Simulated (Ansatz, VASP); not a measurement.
**Two plane-wave programs on SrCl2**

File POSCAR:

```
SrCl2
1.0
    4.5394663916      0.0000000000      0.0000000000
   -2.2697331958      3.9312932148      0.0000000000
    0.0000000000      0.0000000000      5.7639468696
Sr Cl
1 2
Direct
    0.0000000000      0.0000000000      0.0000000000
    0.3333333333      0.6666666667      0.2310284630
    0.6666666667      0.3333333333      0.7689715370
```

The input INCAR.step1:

```
SYSTEM = SrCl2
  PREC = Accurate
  ENCUT = 400
  EDIFF = 1E-5
  ISMEAR = 0
  SIGMA = 0.01
  LREAL = .FALSE.
  LASPH = .TRUE.
  NELM = 120
  ALGO = Normal
  ISIF = 2
  LWAVE = .TRUE.
  LCHARG = .FALSE.
  NBANDS = 19
  GGA = PE
  GGA_COMPAT = .FALSE.
  KPAR = 4
```

File INCAR.step2:

```
SYSTEM = SrCl2
  PREC = Accurate
  ENCUT = 400
  EDIFF = 1E-6
  ISMEAR = 0
  SIGMA = 0.01
  LREAL = .FALSE.
  LASPH = .TRUE.
  NELM = 120
  ALGO = Normal
  ISIF = 2
  LWAVE = .FALSE.
  LCHARG = .FALSE.
  GGA = PE
  LHFCALC = .TRUE.
  HFSCREEN = 0.2079
  PRECFOCK = Normal
  NBANDS = 19
  ISTART = 1
  GGA_COMPAT = .FALSE.
  KPAR = 4
```

Contents of KPOINTS:

```
regular mesh
0
G
  6 6 4
  0 0 0
```

Input for Ansatz:

```yaml
crystal:
  lattice:
    - [4.5394663916, 0.0, 0.0]
    - [-2.2697331958, 3.9312932148, 0.0]
    - [0.0, 0.0, 5.7639468696]
  atoms:
    - { symbol: Sr, position: [0.0, 0.0, 0.0] }
    - { symbol: Cl, position: [0.3333333333, 0.6666666667, 0.231028463] }
    - { symbol: Cl, position: [0.6666666667, 0.3333333333, 0.768971537] }
kpoints:
  mp_grid: { grid: [6, 6, 4] }
  band_path:
    path:
      - [0.0, 0.0, 0.0]
      - [0.5, 0.0, 0.0]
      - [0.3333333333, 0.3333333333, 0.0]
      - [0.0, 0.0, 0.5]
      - [0.5, 0.0, 0.5]
      - [0.3333333333, 0.3333333333, 0.5]
    npoints: 1
hamiltonian:
  xc: hse06
scf:
  occupations: { method: fixed }
  n_extra_bands: 4
output:
  forces: true
  stress: true
  eigenvalues: true
```

Change from the starting cell: hydrostatic strain +3.0%.

Alike in both runs: task single point; functional HSE06; k mesh 6 × 6 × 4; no spin polarisation.

|  | VASP | Ansatz |
| --- | --- | --- |
| version | VASP 6.6.1 | Ansatz 0.2.0 |
| potentials or method | VASP PAW PBE potentials, release 64 (Sr_sv, Cl) | plane waves, PAW |
| plane-wave cutoff (eV) | 400 | 420 |
| occupations | gaussian, width 0.01 eV | fixed |
| valence electrons in the cell | 24 | 24 |

|  | VASP | Ansatz | Ansatz less VASP |
| --- | --- | --- | --- |
| gap on the k mesh at the Fermi level (eV) | 6.28 | 6.29 | +0.008 |
| pressure (GPa) | -0.5 | -0.6 | -0.03 |
| traceless stress, the component that is largest in VASP (GPa) | 0.77 | 0.80 | +0.032 |
| rms of the force components (eV/Å) | 0.011 | 0.019 | +0.0080 |

Atom by atom the forces differ by 0.008 eV/Å (rms over components). Ansatz's warnings: stress exchange threshold loose, stress scf threshold loose.
